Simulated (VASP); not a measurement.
# TaSb4Au (F-43m) in VASP: single point with PBE

Aim: the single point of TaSb4Au with PBE.

Program: VASP 6.6.1. These are calculated values, not measurements. Logs are shortened: lines on timing, memory, paths and dates and some standing lists are left out, and cuts for length are marked.

### 1 The cell of the first run

The structure is cubic, space group F-43m (No. 216). Conventional cell: a = 8.368 Å, b = 8.368 Å, c = 8.368 Å, α = 90.00°, β = 90.00°, γ = 90.00°. Within 4.6 Å of Ta (site symmetry -43m) lie 12 Sb at 3.47 Å and 4 Au at 3.62 Å. Within 3.9 Å of Sb (site symmetry 3m) lie 6 Sb at 2.96 Å and 3 Au at 3.47 Å and 3 Ta at 3.47 Å. Au (site symmetry -43m) has 12 Sb at 3.47 Å and 4 Ta at 3.62 Å within 4.6 Å.

### 2 Single point, PBE

INCAR

```
PREC     = Accurate       # precision mode
ENCUT    = 520            # plane-wave cutoff, eV
EDIFF    = 1E-6           # SCF threshold, eV
ISMEAR   = 0              # smearing method
SIGMA    = 0.1            # smearing width, eV
LREAL    = F              # projectors in reciprocal space
LASPH    = T              # aspherical terms in the spheres
NELM     = 80             # most SCF steps
ALGO     = Normal         # electronic algorithm
ISIF     = 2              # what is computed and relaxed
LWAVE    = F              # write WAVECAR
LCHARG   = T              # write CHGCAR
GGA      = PE             # functional
LELF     = T              # ELF
LVHAR    = T            
NBANDS   = 30             # bands
```

KPOINTS

```
Automatic mesh
0
Gamma
  4 4 4
```

POSCAR

```
TaSb4Au
1.0
    0.0000000000      4.1839189800      4.1839189800
    4.1839189800      0.0000000000      4.1839189800
    4.1839189800      4.1839189800      0.0000000000
Ta Sb Au
1 4 1
Direct
    0.0000000000      0.0000000000      0.0000000000
    0.8748289600      0.3750570100      0.3750570100
    0.3750570100      0.3750570100      0.3750570100
    0.3750570100      0.8748289600      0.3750570100
    0.3750570100      0.3750570100      0.8748289600
    0.7500000000      0.7500000000      0.7500000000
```

Potentials or basis: VASP PAW PBE potentials, release 64 (Ta_pv, Sb, Au).

Command:

```
> cat potpaw_PBE.64/Ta_pv/POTCAR potpaw_PBE.64/Sb/POTCAR potpaw_PBE.64/Au/POTCAR > POTCAR
> mpirun -np 1 vasp_std > vasp.out
```

OUTCAR:

```text
PREC = Accurate
   ENCUT = 520
   EDIFF = 1E-6
   ISMEAR = 0
   LREAL = F
   LASPH = T
   NELM = 80
   ISIF = 2
   GGA = PE

 ion  position               nearest neighbor table
   1  0.000  0.000  0.000-   2 3.47   4 3.47   5 3.47   3 3.47   3 3.47   3 3.47   5 3.47   5 3.47
                             4 3.47   2 3.47   4 3.47   2 3.47
   2  0.875  0.375  0.375-   3 2.96   4 2.96   5 2.96   3 2.96   5 2.96   4 2.96   6 3.47   6 3.47
                             6 3.47   1 3.47   1 3.47   1 3.47
   3  0.375  0.375  0.375-   2 2.96   4 2.96   5 2.96   5 2.96   4 2.96   2 2.96   6 3.47   6 3.47
                             6 3.47   1 3.47   1 3.47   1 3.47
   4  0.375  0.875  0.375-   2 2.96   3 2.96   5 2.96   5 2.96   3 2.96   2 2.96   6 3.47   6 3.47
                             6 3.47   1 3.47   1 3.47   1 3.47
   5  0.375  0.375  0.875-   2 2.96   3 2.96   4 2.96   3 2.96   4 2.96   2 2.96   6 3.47   6 3.47
                             6 3.47   1 3.47   1 3.47   1 3.47
   6  0.750  0.750  0.750-   4 3.47   5 3.47   2 3.47   5 3.47   2 3.47   4 3.47   3 3.47   3 3.47
                             3 3.47   2 3.47   4 3.47   5 3.47

  LATTYP: Found a face centered cubic cell.
 ALAT       =     8.3678379600

  Lattice vectors:

 A1 = (   0.0000000000,   4.1839189800,   4.1839189800)
 A2 = (   4.1839189800,   0.0000000000,   4.1839189800)
 A3 = (   4.1839189800,   4.1839189800,   0.0000000000)

Analysis of symmetry for initial positions (statically):
=====================================================================
 Subroutine PRICEL returns:
 Original cell was already a primitive cell.

 Routine SETGRP: Setting up the symmetry group for a
 face centered cubic supercell.

 Subroutine GETGRP returns: Found 24 space group operations
 (whereof 24 operations were pure point group operations)
 out of a pool of 48 trial point group operations.

The static configuration has the point symmetry T_d .

Analysis of symmetry for dynamics (positions and initial velocities):
=====================================================================
 Subroutine PRICEL returns:
 Original cell was already a primitive cell.

 Routine SETGRP: Setting up the symmetry group for a
 face centered cubic supercell.

 Subroutine GETGRP returns: Found 24 space group operations
 (whereof 24 operations were pure point group operations)
 out of a pool of 48 trial point group operations.

The dynamic configuration has the point symmetry T_d .

 Subroutine INISYM returns: Found 24 space group operations
 (whereof 24 operations are pure point group operations),
[... 84 lines left out ...]
   LASPH  =      T    aspherical Exc in radial PAW
   ENCUT  =  520.0 eV  38.22 Ry    6.18 a.u.  11.00 11.00 11.00*2*pi/ulx,y,z
   NELM   =     80;   NELMIN=  2; NELMDL= -5     # of ELM steps
   EDIFF  = 0.1E-05   stopping-criterion for ELM
   LREAL  =      F    real-space projection
[... 7 lines left out ...]
   TEBEG  =    0.0;   TEEND  =   0.0 temperature during run
   PSTRESS=    0.0 pullay stress
   NELECT =      42.0000    total number of electrons
   NUPDOWN=      -1.0000    fix difference up-down
   EMIN   =  10.00;   EMAX   =-10.00  energy-range for DOS
   EFERMI =   0.00;   METHOD = LEGACY
   ISMEAR =     0;   SIGMA  =   0.10  broadening in eV -4-tet -1-fermi 0-gaus
   EFERMI_NEDOS =   21; number of points for ismear=-14 and -15
   IALGO  =     38    algorithm
   IMIX   =      4    mixing-type and parameters
     AMIX     =   0.40;   BMIX     =  1.00
     AMIX_MAG =   1.60;   BMIX_MAG =  1.00
  volume/ion in A,a.u.               =      24.41       164.75
  Fermi-wavevector in a.u.,A,eV,Ry     =   1.079522  2.040000 15.855779  1.165367
  Thomas-Fermi vector in A             =   2.215489
   LORBIT       =      0    0 simple, 1 ext, 2 COOP (PROOUT), +10 PAW based schemes
   GGA     = PE    functional components
   LHFCALC =     F    Hartree Fock is set to
   AEXX    =    0.0000 exact exchange contribution
   IVDW    =     0    specifies the selected vdW correction
   LEPSILON=     F    determine dielectric tensor
   LRPA    =     F    only Hartree local field effects (RPA)
 non-spin polarized calculation
 Gauss-broadening in eV      SIGMA  =   0.10
  energy-cutoff  :      520.00
  volume of cell :      146.48
 maximum number of plane-waves:      3984
 NGX is ok and might be reduce to    48
   NGX = 21   NGY = 21   NGZ = 21

 number of electron      42.0000000 magnetization

 Free energy of the ion-electron system (eV)
  ---------------------------------------------------
  ext. energy  EPLUGINS =         0.00000000
  ---------------------------------------------------
  free energy    TOTEN  =       -26.19656660 eV

  energy without entropy =      -26.16870340  energy(sigma->0) =      -26.18263500

 E-fermi :   8.2084     XC(G=0): -10.7112

 val. band max:        8.1939162919   @ k =  -0.2500   0.2500   0.0000
 cond. band min:       8.2347512622   @ k =   0.2500   0.0000   0.0000
 fundamental gap:      0.0408349703
 Fermi energy:         8.2083803622

 k-point     1 :       0.0000    0.0000    0.0000
  band No.  band energies     occupation
      1     -27.5598      2.00000
      2     -27.5598      2.00000
      3     -27.5598      2.00000
      4      -5.3638      2.00000
      5       0.1890      2.00000
      6       0.1890      2.00000
[... 253 lines left out ...]
     29      10.7917      0.00000
     30      11.8831      0.00000

------------------------ aborting loop because EDIFF is reached ----------------------------------------

  FORCE on cell =-STRESS in cart. coord.  units (eV):
  Direction    XX          YY          ZZ          XY          YZ          ZX
  --------------------------------------------------------------------------------------
  -------------------------------------------------------------------------------------
  Total        3.0438364      3.0438364      3.0438364      0.0000000      0.0000000      0.0000000
  in kB       33.2929359     33.2929359     33.2929359      0.0000000      0.0000000      0.0000000
  external PRESSURE =      33.2929359 kB  Pullay stress =       0.0000000 kB

 VOLUME and BASIS-vectors are now :
 -----------------------------------------------------------------------------
  energy-cutoff  :      520.00
  volume of cell :      146.48
      direct lattice vectors                 reciprocal lattice vectors
     0.000000000  4.183918980  4.183918980    -0.119505182  0.119505182  0.119505182
     4.183918980  0.000000000  4.183918980     0.119505182 -0.119505182  0.119505182
     4.183918980  4.183918980  0.000000000     0.119505182  0.119505182 -0.119505182

 POSITION                                       TOTAL-FORCE (eV/Angst)
 -----------------------------------------------------------------------------------
      0.00000      0.00000      0.00000         0.000000      0.000000      0.000000
      3.13842      5.22942      5.22942        -0.095425      0.095425      0.095425
      3.13842      3.13842      3.13842        -0.095425     -0.095425     -0.095425
      5.22942      3.13842      5.22942         0.095425     -0.095425      0.095425
      5.22942      5.22942      3.13842         0.095425      0.095425     -0.095425
      6.27588      6.27588      6.27588         0.000000      0.000000      0.000000
 -----------------------------------------------------------------------------------
    total drift:                                0.000011      0.000011      0.000011

  FREE ENERGIE OF THE ION-ELECTRON SYSTEM (eV)
  ---------------------------------------------------
  free  energy   TOTEN  =       -26.1965665981 eV

  energy  without entropy=      -26.1687033996  energy(sigma->0) =      -26.18263500
```

stdout:

```text
POSCAR found type information on POSCAR TaSbAu
 POSCAR found :  3 types and       6 ions
 scaLAPACK will be used
 LDA part: xc-table for (Slater+PW92), standard interpolation
 POSCAR, INCAR and KPOINTS ok, starting setup
 FFT: planning ... GRIDC
 FFT: planning ... GRID_SOFT
 FFT: planning ... GRID
 WAVECAR not read
 entering main loop
```

Wall time 87 s (1 thread of AMD EPYC 7R43 (Zen 3), shared host); peak memory 0.29 GiB.

What came out:

```
Free energy            : -26.1966 eV
Pressure               : 3.3 GPa
Largest force          : 0.165 eV/Å
Band gap on the k mesh : zero (band 21 reaches 8.79 eV, above the bottom of band 22 at 7.49 eV)
```

Forces on the atoms (eV/Å):
```
Ta   0.000  0.000  0.000
Sb  -0.095  0.095  0.095
Sb  -0.095 -0.095 -0.095
Sb   0.095 -0.095  0.095
Sb   0.095  0.095 -0.095
Au   0.000  0.000  0.000
```

Levels at points of the mesh, in eV from the Fermi level:
```
           k point  band 17  band 18  band 19  band 20  band 21  band 22  band 23  band 24  band 25  band 26
(0.00, 0.00, 0.00)    -3.01    -2.13    -2.13     0.58     0.58     0.58     0.97     1.75     1.75     1.78
(0.50, 0.00, 0.00)    -1.68    -1.68    -1.53    -0.91    -0.72    -0.72     0.55     0.61     0.61     1.67
(0.50, 0.50, 0.00)    -1.54    -1.54    -1.50    -0.98    -0.98     0.24     0.53     0.57     0.57     0.89
```

Caveat: spin-orbit coupling is left out, which moves the levels of the heavy elements.
